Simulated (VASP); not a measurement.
# Be in VASP: a series of runs

Runs on Be. Level: PBEsol. Tasks: single point, relaxation of cell and atoms.

All numbers are computed with VASP 6.6.1; they aren't measurements. Logs are shortened: lines on timing, memory, paths and dates and some standing lists are left out, and cuts for length are marked.

## 1. The cell of the first run

The typed cell holds 4 atoms: a = 3.747 Å, b = 3.747 Å, c = 2.281 Å, α = 90.00°, β = 90.00°, γ = 90.00°.

## 2. Single point, PBEsol (one atom moved)

INCAR reads:

```
SYSTEM = Be
PREC = Accurate
ENCUT = 520
EDIFF = 1E-7
ISMEAR = 0
SIGMA = 0.1
LREAL = .False.
LASPH = .True.
NELM = 100
ALGO = Fast
ISIF = 2
LWAVE = .False.
LCHARG = .False.
GGA = PS
NBANDS = 12
```

KPOINTS reads:

```
Automatic mesh
0
Gamma
  10 10 16
  0 0 0
```

POSCAR reads:

```
Be
1.0
    3.7468140000      0.0000000000      0.0000000000
    0.0000000000      3.7468140000      0.0000000000
    0.0000000000      0.0000000000      2.2812800000
Be
4
Direct
    0.2881387915      0.3039709092     -0.0064086828
    0.7025920000      0.7025920000      0.0000000000
    0.2025920000      0.7974080000      0.5000000000
    0.7974080000      0.2025920000      0.5000000000
```

Potentials or basis: VASP PAW PBE potentials, release 64 (Be).

The run is started by

```sh
$ cat potpaw_PBE.64/Be/POTCAR > POTCAR
$ mpirun -np 1 vasp_std > vasp.out
```

OUTCAR:

```text
SYSTEM = Be
   PREC = Accurate
   ENCUT = 520
   EDIFF = 1E-7
   ISMEAR = 0
   LREAL = .False.
   LASPH = .True.
   NELM = 100
   ISIF = 2
   GGA = PS

 ion  position               nearest neighbor table
   1  0.288  0.304  0.994-   2 2.15   3 2.19   4 2.19   3 2.20   4 2.20   3 2.23   3 2.24   4 2.25
                             4 2.26
   2  0.703  0.703  0.000-   1 2.15   3 2.22   4 2.22   3 2.22   4 2.22   4 2.22   4 2.22   3 2.22
                             3 2.22
   3  0.203  0.797  0.500-   4 2.15   1 2.19   1 2.20   2 2.22   2 2.22   2 2.22   2 2.22   1 2.23
                             1 2.24
   4  0.797  0.203  0.500-   3 2.15   1 2.19   1 2.20   2 2.22   2 2.22   2 2.22   2 2.22   1 2.25
                             1 2.26

  LATTYP: Found a simple tetragonal cell.
 ALAT       =     3.7468140000
 C/A-ratio  =     0.6088586196

  Lattice vectors:

 A1 = (   3.7468140000,   0.0000000000,   0.0000000000)
 A2 = (   0.0000000000,   3.7468140000,   0.0000000000)
 A3 = (   0.0000000000,   0.0000000000,   2.2812800000)

Analysis of symmetry for initial positions (statically):
=====================================================================
 Subroutine PRICEL returns:
 Original cell was already a primitive cell.

 Routine SETGRP: Setting up the symmetry group for a
 simple tetragonal supercell.

 Subroutine GETGRP returns: Found  1 space group operations
 (whereof  1 operations were pure point group operations)
 out of a pool of 16 trial point group operations.

The static configuration has the point symmetry C_1 .

Analysis of symmetry for dynamics (positions and initial velocities):
=====================================================================
 Subroutine PRICEL returns:
 Original cell was already a primitive cell.

 Routine SETGRP: Setting up the symmetry group for a
 simple tetragonal supercell.

 Subroutine GETGRP returns: Found  1 space group operations
 (whereof  1 operations were pure point group operations)
 out of a pool of 16 trial point group operations.

The dynamic configuration has the point symmetry C_1 .

 Subroutine INISYM returns: Found  1 space group operations
 (whereof  1 operations are pure point group operations),
 and found     1 'primitive' translations

----------------------------------------------------------------------------------------

                                     Primitive cell

  volume of cell :      32.0260

  direct lattice vectors                    reciprocal lattice vectors
     3.746814000  0.000000000  0.000000000     0.266893419  0.000000000  0.000000000
     0.000000000  3.746814000  0.000000000     0.000000000  0.266893419  0.000000000
     0.000000000  0.000000000  2.281280000     0.000000000  0.000000000  0.438350400

  length of vectors
     3.746814000  3.746814000  2.281280000     0.266893419  0.266893419  0.438350400

  position of ions in fractional coordinates (direct lattice)
     0.288138792  0.303970909  0.993591317
     0.702592000  0.702592000  0.000000000
     0.202592000  0.797408000  0.500000000
     0.797408000  0.202592000  0.500000000

  ion indices of the primitive-cell ions
   primitive index   ion index
                 1           1
                 2           2
                 3           3
                 4           4

----------------------------------------------------------------------------------------

 KPOINTS: Automatic mesh

Automatic generation of k-mesh.
 Grid dimensions read from file:
 generate k-points for:   10   10   16

 Generating k-lattice:

  Cartesian coordinates                     Fractional coordinates (reciprocal lattice)
     0.026689342  0.000000000  0.000000000     0.100000000  0.000000000  0.000000000
     0.000000000  0.026689342  0.000000000     0.000000000  0.100000000  0.000000000
     0.000000000  0.000000000  0.027396900     0.000000000  0.000000000  0.062500000

  Length of vectors
     0.026689342  0.026689342  0.027396900

  Shift w.r.t. Gamma in fractional coordinates (k-lattice)
     0.000000000  0.000000000  0.000000000

 Subroutine IBZKPT returns following result:
 ===========================================

 Found    804 irreducible k-points:

 Following reciprocal coordinates:
            Coordinates               Weight
  0.000000  0.000000  0.000000      1.000000
  0.100000  0.000000  0.000000      2.000000
  0.000000  0.100000  0.000000      2.000000
  0.200000  0.000000  0.000000      2.000000
  0.000000  0.200000  0.000000      2.000000
  0.300000  0.000000  0.000000      2.000000
[... 16 lines left out ...]
 -0.100000  0.400000  0.000000      2.000000
 -0.400000  0.100000  0.000000      2.000000
 [... further k-points ...]
   k-points           NKPTS =    804   k-points in BZ     NKDIM =    804   number of bands    NBANDS=     12
   number of dos      NEDOS =    301   number of ions     NIONS =      4
   total plane-waves  NPLWV =  14112
   dimension x,y,z NGX =    28 NGY =   28 NGZ =   18
   dimension x,y,z NGXF=    56 NGYF=   56 NGZF=   36
   ions per type =               4
   NGX,Y,Z   is equivalent  to a cutoff of  12.42, 12.42, 13.12 a.u.
   NGXF,Y,Z  is equivalent  to a cutoff of  24.85, 24.85, 26.23 a.u.
 SYSTEM =  Be
   PREC   = accura    normal or accurate (medium, high low for compatibility)
   ISTART =      0    job   : 0-new  1-cont  2-samecut
   ICHARG =      2    charge: 1-file 2-atom 10-const
   ISPIN  =      1    spin polarized calculation?
   LNONCOLLINEAR =      F non collinear calculations
   LSORBIT =      F    spin-orbit coupling
   LASPH  =      T    aspherical Exc in radial PAW
   ENCUT  =  520.0 eV  38.22 Ry    6.18 a.u.   6.97  6.97  4.24*2*pi/ulx,y,z
   NELM   =    100;   NELMIN=  2; NELMDL= -5     # of ELM steps
   EDIFF  = 0.1E-06   stopping-criterion for ELM
   LREAL  =      F    real-space projection
   EDIFFG = 0.1E-05   stopping-criterion for IOM
   NSW    =      0    number of steps for IOM
   IBRION =     -1    ionic relax: 0-MD 1-quasi-New 2-CG
   NFREE  =      0    steps in history (QN), initial steepest desc. (CG)
   ISIF   =      2    stress and relaxation
   ISYM   =      2    0-nonsym 1-usesym 2-fastsym
   POTIM  = 0.5000    time-step for ionic-motion
   TEBEG  =    0.0;   TEEND  =   0.0 temperature during run
   PSTRESS=    0.0 pullay stress
   NELECT =       8.0000    total number of electrons
   NUPDOWN=      -1.0000    fix difference up-down
   EMIN   =  10.00;   EMAX   =-10.00  energy-range for DOS
   EFERMI =   0.00;   METHOD = LEGACY
   ISMEAR =     0;   SIGMA  =   0.10  broadening in eV -4-tet -1-fermi 0-gaus
   EFERMI_NEDOS =   21; number of points for ismear=-14 and -15
   IALGO  =     68    algorithm
   IMIX   =      4    mixing-type and parameters
     AMIX     =   0.40;   BMIX     =  1.00
     AMIX_MAG =   1.60;   BMIX_MAG =  1.00
  volume/ion in A,a.u.               =       8.01        54.03
  Fermi-wavevector in a.u.,A,eV,Ry     =   1.031028  1.948361 14.463253  1.063019
  Thomas-Fermi vector in A             =   2.165156
   LORBIT       =      0    0 simple, 1 ext, 2 COOP (PROOUT), +10 PAW based schemes
   GGA     = PS    functional components
   LHFCALC =     F    Hartree Fock is set to
   AEXX    =    0.0000 exact exchange contribution
   IVDW    =     0    specifies the selected vdW correction
   LEPSILON=     F    determine dielectric tensor
   LRPA    =     F    only Hartree local field effects (RPA)
 non-spin polarized calculation
 RMM-DIIS sequential band-by-band and
 Gauss-broadening in eV      SIGMA  =   0.10
  energy-cutoff  :      520.00
  volume of cell :       32.03
 maximum number of plane-waves:       884
   NGX = 13   NGY = 13   NGZ =  9

 number of electron       8.0000000 magnetization

 Free energy of the ion-electron system (eV)
  ---------------------------------------------------
  ext. energy  EPLUGINS =         0.00000000
  ---------------------------------------------------
  free energy    TOTEN  =       -15.78089053 eV

  energy without entropy =      -15.77906911  energy(sigma->0) =      -15.77997982

 E-fermi :   6.7334     XC(G=0): -10.5650

 val. band max:        6.7266936753   @ k =   0.1000   0.1000   0.0625
 cond. band min:       6.7417201849   @ k =   0.1000   0.0000   0.1250
 fundamental gap:      0.0150265096
 Fermi energy:         6.7333899746

 k-point     1 :       0.0000    0.0000    0.0000
  band No.  band energies     occupation
      1      -4.3618      2.00000
      2       1.8116      2.00000
      3       2.3696      2.00000
      4       5.7155      2.00000
      5       5.8610      2.00000
      6      11.5339      0.00000
      7      11.6741      0.00000
      8      14.1895      0.00000
      9      15.9924      0.00000
     10      17.3337      0.00000
     11      22.8469      0.00000
     12      22.8984      0.00000

 k-point     2 :       0.1000    0.0000    0.0000
  band No.  band energies     occupation
      1      -4.2831      2.00000
      2       1.4781      2.00000
      3       2.2640      2.00000
      4       5.6891      2.00000
      5       6.4658      1.99985
      6      10.8721      0.00000
      7      11.4332      0.00000
      8      15.2000      0.00000
      9      16.0885      0.00000
     10      17.7307      0.00000
     11      22.4402      0.00000
     12      22.9813      0.00000

 k-point     3 :       0.0000    0.1000    0.0000
  band No.  band energies     occupation
      1      -4.2831      2.00000
      2       1.4916      2.00000
      3       2.2399      2.00000
      4       5.8358      2.00000
      5       6.3245      2.00000
      6      10.7374      0.00000
      7      11.5779      0.00000
      8      15.1963      0.00000
      9      16.0887      0.00000
     10      17.7336      0.00000
     11      22.4806      0.00000
     12      22.9309      0.00000

 k-point     4 :       0.2000    0.0000    0.0000
  band No.  band energies     occupation
      1      -4.0469      2.00000
      2       0.5084      2.00000
      3       2.4559      2.00000
      4       5.5797      2.00000
      5       7.6033      0.00000
      6       9.6935      0.00000
      7      11.3866      0.00000
      8      16.3759      0.00000
      9      16.9983      0.00000
     10      18.7891      0.00000
     11      21.5016      0.00000
     12      23.2200      0.00000

 k-point     5 :       0.0000    0.2000    0.0000
  band No.  band energies     occupation
      1      -4.0470      2.00000
      2       0.5145      2.00000
      3       2.4353      2.00000
      4       5.7278      2.00000
      5       7.4498      0.00000
      6       9.5475      0.00000
      7      11.5459      0.00000
      8      16.3768      0.00000
      9      17.0136      0.00000
     10      18.7985      0.00000
     11      21.5262      0.00000
     12      23.2038      0.00000
[... 228 lines left out ...]
      1      -3.5742      2.00000
      2      -0.4762      2.00000
      3       2.3274      2.00000
      4       5.2135      2.00000
      5       8.2478      0.00000
      6       9.5316      0.00000
      7      12.3192      0.00000
      8      16.9486      0.00000
      9      18.1916      0.00000
     10      20.4954      0.00000
     11      20.6235      0.00000
     12      21.8667      0.00000

 k-point    22 :       0.4000    0.1000    0.0000
  band No.  band energies     occupation
      1      -3.0238      2.00000
      2      -1.4619      2.00000
      3       2.8899      2.00000
      4       4.3786      2.00000
      5       8.6428      0.00000
      6       9.3974      0.00000
      7      13.7478      0.00000
      8      17.6005      0.00000
      9      17.9426      0.00000
     10      19.4073      0.00000
     11      20.7920      0.00000
     12      22.8779      0.00000

 k-point    23 :      -0.1000    0.4000    0.0000
  band No.  band energies     occupation
      1      -3.0237      2.00000
      2      -1.4625      2.00000
      3       2.9019      2.00000
      4       4.4361      2.00000
      5       8.5505      0.00000
      6       9.2837      0.00000
      7      13.8485      0.00000
      8      17.6047      0.00000
      9      18.0002      0.00000
     10      19.4148      0.00000
     11      20.8546      0.00000
     12      22.9133      0.00000

 k-point    24 :      -0.4000    0.1000    0.0000
  band No.  band energies     occupation
      1      -3.0236      2.00000
      2      -1.4626      2.00000
      3       2.8953      2.00000
      4       4.3707      2.00000
      5       8.6469      0.00000
      6       9.4010      0.00000
      7      13.7242      0.00000
      8      17.6003      0.00000
      9      18.0105      0.00000
     10      19.4084      0.00000
     11      20.7473      0.00000
     12      22.8343      0.00000

 [... further k-points ...]

------------------------ aborting loop because EDIFF is reached ----------------------------------------

  FORCE on cell =-STRESS in cart. coord.  units (eV):
  Direction    XX          YY          ZZ          XY          YZ          ZX
  --------------------------------------------------------------------------------------
  -------------------------------------------------------------------------------------
  Total       -0.2753471      0.1195236     -0.2589324      0.0078105      0.0148436      0.0284065
  in kB      -13.7748937      5.9794530    -12.9537073      0.3907385      0.7425886      1.4211021
  external PRESSURE =      -6.9163827 kB  Pullay stress =       0.0000000 kB

 VOLUME and BASIS-vectors are now :
 -----------------------------------------------------------------------------
  energy-cutoff  :      520.00
  volume of cell :       32.03
      direct lattice vectors                 reciprocal lattice vectors
     3.746814000  0.000000000  0.000000000     0.266893419  0.000000000  0.000000000
     0.000000000  3.746814000  0.000000000     0.000000000  0.266893419  0.000000000
     0.000000000  0.000000000  2.281280000     0.000000000  0.000000000  0.438350400

 POSITION                                       TOTAL-FORCE (eV/Angst)
 -----------------------------------------------------------------------------------
      1.07960      1.13892      2.26666         0.197776     -0.128302      0.102349
      2.63248      2.63248      0.00000         0.004990     -0.020734     -0.011186
      0.75907      2.98774      1.14064         0.010948      0.157459     -0.046207
      2.98774      0.75907      1.14064        -0.213714     -0.008423     -0.044956
 -----------------------------------------------------------------------------------
    total drift:                               -0.000011      0.000010      0.000001

  FREE ENERGIE OF THE ION-ELECTRON SYSTEM (eV)
  ---------------------------------------------------
  free  energy   TOTEN  =       -15.7808905288 eV

  energy  without entropy=      -15.7790691128  energy(sigma->0) =      -15.77997982
```

It took 3 min on 1 thread of Oxide Virtual Turin-like, shared host; peak memory 0.29 GiB.

Results:

* Free energy: -15.7809 eV
* Pressure: -0.7 GPa
* Largest force: 0.257 eV/Å
* Band gap on the k mesh: zero (band 4 reaches 7.79 eV, above the bottom of band 5 at 5.86 eV)

Forces on the atoms (eV/Å):
```
Be   0.198 -0.128  0.102
Be   0.005 -0.021 -0.011
Be   0.011  0.157 -0.046
Be  -0.214 -0.008 -0.045
```

Stress tensor (GPa, compression positive):
```
-1.38  0.04  0.14
 0.04  0.60  0.07
 0.14  0.07 -1.30
```

Caveat: the cell differs from its parent crystal (one atom moved); the PAW data sets were made with another functional, which shifts forces and pressure a little.

## 3. Single point, PBEsol

This run uses another cell than the first one, of 7.94 Å³/atom, 0.992 times its volume.

INCAR reads:

```
  PREC = Accurate
  ENCUT = 520
  EDIFF = 1E-7
  ISMEAR = 0
  SIGMA = 0.1
  LREAL = False
  LASPH = True
  NELM = 100
  ALGO = Fast
  ISIF = 2
  LWAVE = False
  LCHARG = True
  GGA = PS
  LELF = True
  LVHAR = True
  NBANDS = 12
```

KPOINTS reads:

```
Automatic mesh
0
Gamma
  12 12 18
```

POSCAR reads:

```
Be
1.0
    3.7491429580      0.0000000000      0.0000000000
    0.0000000000      3.7491429580      0.0000000000
    0.0000000000      0.0000000000      2.2598609181
Be
4
Direct
    0.2982136670      0.2982136670      0.0000000000
    0.7017863330      0.7017863330      0.0000000000
    0.2017863330      0.7982136670      0.5000000000
    0.7982136670      0.2017863330      0.5000000000
```

Potentials or basis: VASP PAW PBE potentials, release 64 (Be).

The run is started by

```sh
$ cat potpaw_PBE.64/Be/POTCAR > POTCAR
$ mpirun -np 1 vasp_std > vasp.out
```

OUTCAR:

```text
PREC = Accurate
   ENCUT = 520
   EDIFF = 1E-7
   ISMEAR = 0
   LREAL = False
   LASPH = True
   NELM = 100
   ISIF = 2
   GGA = PS

 ion  position               nearest neighbor table
   1  0.298  0.298  0.000-   2 2.14   3 2.22   4 2.22   3 2.22   4 2.22   3 2.22   3 2.22   4 2.22
                             4 2.22
   2  0.702  0.702  0.000-   1 2.14   3 2.22   4 2.22   3 2.22   4 2.22   4 2.22   4 2.22   3 2.22
                             3 2.22
   3  0.202  0.798  0.500-   4 2.14   2 2.22   1 2.22   1 2.22   2 2.22   1 2.22   1 2.22   2 2.22
                             2 2.22
[... 569 lines left out ...]
  -------------------------------------------------------------------------------------
  Total        0.0724071      0.0724071      0.0723520      0.0000000      0.0000000      0.0000000
  in kB        3.6521265      3.6521265      3.6493469      0.0000000      0.0000000      0.0000000
  external PRESSURE =       3.6512000 kB  Pullay stress =       0.0000000 kB

 VOLUME and BASIS-vectors are now :
 -----------------------------------------------------------------------------
  energy-cutoff  :      520.00
  volume of cell :       31.76
      direct lattice vectors                 reciprocal lattice vectors
     3.749142958  0.000000000  0.000000000     0.266727626  0.000000000  0.000000000
     0.000000000  3.749142958  0.000000000     0.000000000  0.266727626  0.000000000
     0.000000000  0.000000000  2.259860918     0.000000000  0.000000000  0.442505108

 POSITION                                       TOTAL-FORCE (eV/Angst)
 -----------------------------------------------------------------------------------
      1.11805      1.11805      0.00000        -0.002262     -0.002262     -0.000000
      2.63110      2.63110      0.00000         0.002262      0.002262      0.000000
      0.75653      2.99262      1.12993         0.002262     -0.002262      0.000000
      2.99262      0.75653      1.12993        -0.002262      0.002262      0.000000
 -----------------------------------------------------------------------------------
    total drift:                                0.000000      0.000000     -0.000000

  FREE ENERGIE OF THE ION-ELECTRON SYSTEM (eV)
  ---------------------------------------------------
  free  energy   TOTEN  =       -15.7854103569 eV

  energy  without entropy=      -15.7833248587  energy(sigma->0) =      -15.78436761
```

It took 84 s on 1 thread of Oxide Virtual Turin-like, shared host; peak memory 0.16 GiB.

What came out:

- Free energy: -15.7854 eV
- Pressure: 0.4 GPa
- Largest force: 0.003 eV/Å
- Band gap on the k mesh: zero (band 4 reaches 7.83 eV, above the bottom of band 5 at 5.75 eV)

Forces in eV/Å, atoms in the order of the input:
```
Be  -0.002 -0.002  0.000
Be   0.002  0.002  0.000
Be   0.002 -0.002  0.000
Be  -0.002  0.002  0.000
```

Caveat: the PAW data sets were made with another functional, which shifts forces and pressure a little.

(Part 1 of 2 ends here.)
